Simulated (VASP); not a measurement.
# AlCu (Cmmm) in VASP: a series of runs, part 2 of 2

VASP 6.6.1. Earlier steps stand in the parts before.

## Step 3: Single point, PBEsol (strain +0.0075 x Voigt [0, 0, 0, 0, 0, 1])

Contents of INCAR:

```
SYSTEM = AlCu
ALGO = Fast
EDIFF = 1E-6
ENCUT = 520
GGA = PS
ISIF = 2
ISMEAR = 0
LASPH = .TRUE.
LCHARG = .FALSE.
LREAL = .FALSE.
LWAVE = .FALSE.
NBANDS = 14
NELM = 100
PREC = Accurate
SIGMA = 0.15
```

Contents of KPOINTS:

```
k-points
0
G
  16 16 16
  0 0 0
```

Contents of POSCAR:

```
AlCu
1.0
    2.9975090000      0.0112406588      0.0000000000
    0.0112406588      2.9975090000      0.0000000000
    0.0000000000      0.0000000000      2.9975090000
Al Cu
1 1
Direct
    0.0000000000      0.0000000000      0.0000000000
    0.5000000000      0.5000000000      0.5000000000
```

Potentials or basis: VASP PAW PBE potentials, release 64 (Al, Cu).

Command:

```sh
cat potpaw_PBE.64/Al/POTCAR potpaw_PBE.64/Cu/POTCAR > POTCAR
mpirun -np 1 vasp_std > vasp.out
```

OUTCAR:

```text
SYSTEM = AlCu
   EDIFF = 1E-6
   ENCUT = 520
   GGA = PS
   ISIF = 2
   ISMEAR = 0
   LASPH = .TRUE.
   LREAL = .FALSE.
   NELM = 100
   PREC = Accurate

 ion  position               nearest neighbor table
   1  0.000  0.000  0.000-   2 2.59   2 2.59   2 2.59   2 2.59   2 2.60   2 2.60   2 2.60   2 2.60

   2  0.500  0.500  0.500-   1 2.59   1 2.59   1 2.59   1 2.59   1 2.60   1 2.60   1 2.60   1 2.60

  LATTYP: Found a base centered orthorhombic cell.
 ALAT       =     4.2232211890
 B/A-ratio  =     1.0075282309
 C/A-ratio  =     0.7097684127

  Lattice vectors:

 A1 = (  -0.0112406588,  -2.9975090000,   0.0000000000)
 A2 = (   2.9975090000,   0.0112406588,   0.0000000000)
 A3 = (   0.0000000000,   0.0000000000,   2.9975090000)

Analysis of symmetry for initial positions (statically):
=====================================================================
 Subroutine PRICEL returns:
 Original cell was already a primitive cell.

 Routine SETGRP: Setting up the symmetry group for a
 base centered orthorhombic supercell.

 Subroutine GETGRP returns: Found  8 space group operations
 (whereof  8 operations were pure point group operations)
 out of a pool of  8 trial point group operations.

The static configuration has the point symmetry D_2h.

Analysis of symmetry for dynamics (positions and initial velocities):
=====================================================================
 Subroutine PRICEL returns:
 Original cell was already a primitive cell.

 Routine SETGRP: Setting up the symmetry group for a
 base centered orthorhombic supercell.

 Subroutine GETGRP returns: Found  8 space group operations
 (whereof  8 operations were pure point group operations)
 out of a pool of  8 trial point group operations.

The dynamic configuration has the point symmetry D_2h.

 Subroutine INISYM returns: Found  8 space group operations
 (whereof  8 operations are pure point group operations),
 and found     1 'primitive' translations

----------------------------------------------------------------------------------------

[... 118 lines left out ...]
   LHFCALC =     F    Hartree Fock is set to
   AEXX    =    0.0000 exact exchange contribution
   IVDW    =     0    specifies the selected vdW correction
   LEPSILON=     F    determine dielectric tensor
   LRPA    =     F    only Hartree local field effects (RPA)
 non-spin polarized calculation
 RMM-DIIS sequential band-by-band and
 Gauss-broadening in eV      SIGMA  =   0.15
  energy-cutoff  :      520.00
  volume of cell :       26.93
 maximum number of plane-waves:       742
   NGX = 11   NGY = 11   NGZ = 11

 number of electron      14.0000020 magnetization

 Free energy of the ion-electron system (eV)
  ---------------------------------------------------
  ext. energy  EPLUGINS =         0.00000000
  ---------------------------------------------------
  free energy    TOTEN  =        -8.70300531 eV

  energy without entropy =       -8.69633317  energy(sigma->0) =       -8.69966924

 E-fermi :   8.9601     XC(G=0): -11.6091

 val. band max:        8.9527210212   @ k =  -0.4375   0.3750   0.1250
 cond. band min:       8.9640814443   @ k =   0.4375   0.3750   0.0625
 fundamental gap:      0.0113604231
 Fermi energy:         8.9601124180

 k-point     1 :       0.0000    0.0000    0.0000
  band No.  band energies     occupation
      1      -2.5161      2.00000
      2       4.0812      2.00000
      3       4.0815      2.00000
      4       5.0826      2.00000
      5       5.0904      2.00000
      6       5.0981      2.00000
      7      12.7613      0.00000
      8      12.7898      0.00000
      9      12.8198      0.00000
     10      15.2778      0.00000
     11      15.2782      0.00000
     12      18.9528      0.00000
     13      27.3114      0.00000
     14      27.3166      0.00000
[... 377 lines left out ...]
      1      -2.3831      2.00000
      2       4.0917      2.00000
      3       4.0974      2.00000
      4       5.0533      2.00000
      5       5.0621      2.00000
      6       5.0859      2.00000
      7      11.9307      0.00000
      8      12.1560      0.00000
      9      12.9506      0.00000
     10      15.6605      0.00000
     11      16.3806      0.00000
     12      19.4881      0.00000
     13      25.6668      0.00000
     14      26.3668      0.00000

 [... further k-points ...]
[... 5 lines left out ...]
  --------------------------------------------------------------------------------------
  -------------------------------------------------------------------------------------
  Total       -0.7567580     -0.7567580     -0.7579487     -0.0346527      0.0000000      0.0000000
  in kB      -45.0186231    -45.0186231    -45.0894563     -2.0614463      0.0000000      0.0000000
  external PRESSURE =     -45.0422341 kB  Pullay stress =       0.0000000 kB

 VOLUME and BASIS-vectors are now :
 -----------------------------------------------------------------------------
  energy-cutoff  :      520.00
  volume of cell :       26.93
      direct lattice vectors                 reciprocal lattice vectors
     2.997509000  0.011240659  0.000000000     0.333615033 -0.001251056  0.000000000
     0.011240659  2.997509000  0.000000000    -0.001251056  0.333615033  0.000000000
     0.000000000  0.000000000  2.997509000     0.000000000  0.000000000  0.333610341

 POSITION                                       TOTAL-FORCE (eV/Angst)
 -----------------------------------------------------------------------------------
      0.00000      0.00000      0.00000        -0.000000      0.000000      0.000000
      1.50437      1.50437      1.49875         0.000000      0.000000      0.000000
 -----------------------------------------------------------------------------------
    total drift:                                0.000000      0.000000     -0.000000

  FREE ENERGIE OF THE ION-ELECTRON SYSTEM (eV)
  ---------------------------------------------------
  free  energy   TOTEN  =        -8.7030053125 eV

  energy  without entropy=       -8.6963331676  energy(sigma->0) =       -8.69966924
```

OSZICAR:

```text
N       E                     dE             d eps       ncg     rms          rms(c)
DAV:   1     0.516203333729E+02    0.51620E+02   -0.60068E+03 19054   0.125E+03
DAV:   2    -0.861898564571E+01   -0.60239E+02   -0.54040E+02 19568   0.207E+02
DAV:   3    -0.107299022687E+02   -0.21109E+01   -0.20586E+01 23938   0.437E+01
DAV:   4    -0.107678600607E+02   -0.37958E-01   -0.37941E-01 22064   0.483E+00
DAV:   5    -0.107692805879E+02   -0.14205E-02   -0.14205E-02 27704   0.101E+00    0.128E+01
RMM:   6    -0.115060368462E+02   -0.73676E+00   -0.22380E+01 22879   0.809E+01    0.108E+01
RMM:   7    -0.872616501497E+01    0.27799E+01   -0.57063E+00 21608   0.417E+01    0.898E-01
RMM:   8    -0.870627764243E+01    0.19887E-01   -0.28029E-01 20905   0.970E+00    0.575E-01
RMM:   9    -0.870287767090E+01    0.34000E-02   -0.17473E-02 23170   0.105E+00    0.158E-01
RMM:  10    -0.870289380816E+01   -0.16137E-04   -0.30808E-03 24535   0.722E-01    0.711E-02
RMM:  11    -0.870300829023E+01   -0.11448E-03   -0.10846E-03 26316   0.333E-01    0.487E-02
RMM:  12    -0.870300023397E+01    0.80563E-05   -0.41116E-04 24785   0.289E-01    0.312E-02
RMM:  13    -0.870300477507E+01   -0.45411E-05   -0.16044E-04 28436   0.106E-01    0.117E-02
RMM:  14    -0.870300826542E+01   -0.34904E-05   -0.23296E-05 23888   0.333E-02    0.228E-02
RMM:  15    -0.870300542076E+01    0.28447E-05   -0.55338E-06 21902   0.342E-02    0.125E-02
RMM:  16    -0.870300531250E+01    0.10826E-06   -0.14643E-06 14792   0.986E-03
   1 F= -.87030053E+01 E0= -.86996692E+01  d E =-.667214E-02
```

It took 5.3 min on 1 thread of Intel Xeon Platinum 8259CL at 2.50GHz (Skylake/Cascade Lake), shared host; peak memory 0.35 GiB.

Results:

| Quantity | Value |
| --- | --- |
| Free energy | -8.7030 eV |
| Pressure | -4.5 GPa |
| Band gap on the k mesh | zero (band 7 reaches 12.76 eV, above the bottom of band 8 at 8.11 eV) |

Stress tensor (GPa, compression positive):
```
-4.50 -0.21  0.00
-0.21 -4.50  0.00
 0.00  0.00 -4.51
```

Caveat: the cell differs from its parent crystal (strain +0.0075 x Voigt [0, 0, 0, 0, 0, 1]); the PAW data sets were made with another functional, which shifts forces and pressure a little.

## Step 4: Single point, PBEsol (strain +0.0025 x Voigt [0, 0, 0, 0, 0, 1])

Contents of INCAR:

```
  ALGO = Fast
  EDIFF = 1E-7
  ENCUT = 520
  GGA = PS
  ISIF = 2
  ISMEAR = 0
  LASPH = T
  LCHARG = F
  LREAL = F
  LWAVE = F
  NBANDS = 14
  NELM = 80
  PREC = Accurate
  SIGMA = 0.15
```

Contents of KPOINTS:

```
k-points
0
Gamma
  16 16 16
```

Contents of POSCAR:

```
AlCu
1.0
    2.9975090000      0.0037468862      0.0000000000
    0.0037468862      2.9975090000      0.0000000000
    0.0000000000      0.0000000000      2.9975090000
Al Cu
1 1
Direct
    0.0000000000      0.0000000000      0.0000000000
    0.5000000000      0.5000000000      0.5000000000
```

Command:

```sh
cat potpaw_PBE.64/Al/POTCAR potpaw_PBE.64/Cu/POTCAR > POTCAR
mpirun -np 1 vasp_std > vasp.out
```

Wall time 4.8 min (1 thread of Intel Xeon Platinum 8259CL at 2.50GHz (Skylake/Cascade Lake), shared host); peak memory 0.35 GiB.

Results (log left out):

```
Free energy            : -8.7031 eV
Pressure               : -4.4 GPa
Band gap on the k mesh : zero (band 7 reaches 12.78 eV, above the bottom of band 8 at 8.12 eV)
```

Stress tensor (GPa, compression positive):
```
-4.42 -0.07  0.00
-0.07 -4.42  0.00
 0.00  0.00 -4.42
```

Levels at points of the mesh, in eV from the Fermi level:
```tsv
k point	band 5	band 6	band 7	band 8	band 9	band 10
(0.00, 0.00, 0.00)	-3.87	-3.87	3.82	3.83	3.84	6.32
(0.50, 0.00, 0.00)	-4.30	-3.82	-3.13	7.21	8.05	8.05
(0.50, 0.50, 0.00)	-3.72	-3.69	-3.49	-0.84	-0.13	10.11
(0.00, 0.00, 0.50)	-4.30	-3.82	-3.13	7.21	8.04	8.06
(0.50, 0.00, 0.50)	-3.71	-3.71	-3.49	-0.84	-0.13	10.11
(0.50, 0.50, 0.50)	-3.47	0.74	0.75	0.76	1.82	2.18
```

Caveat: the cell differs from its parent crystal (strain +0.0025 x Voigt [0, 0, 0, 0, 0, 1]); the PAW data sets were made with another functional, which shifts forces and pressure a little.

## Step 5: Overview

| cell | further INCAR settings | gap on the mesh (eV) | pressure (GPa) |
| --- | --- | --- | --- |
| a = 2.998 Å, angles 90.0, 90.0, 89.3°, 2 atoms | ALGO = Fast; EDIFF = 1e-07; NBANDS = 14 | none | -4.4 |
| a = 2.998 Å, angles 90.0, 90.0, 89.6°, 2 atoms | ALGO = Fast; EDIFF = 1e-06; NBANDS = 14 | none | -4.5 |
| a = 2.998 Å, angles 90.0, 90.0, 89.9°, 2 atoms | ALGO = Fast; EDIFF = 1e-07; NBANDS = 14 | none | -4.4 |

Alike in all rows: task single point; level PBEsol; potentials or basis VASP PAW PBE potentials, release 64 (Al, Cu); no spin polarisation; k mesh 16 × 16 × 16; cutoff (eV) 520; smearing gaussian 0.15 eV.

Caveats: the PAW data sets were made with another functional, which shifts forces and pressure a little.

Absolute energies hang on the potentials; compare differences alone.
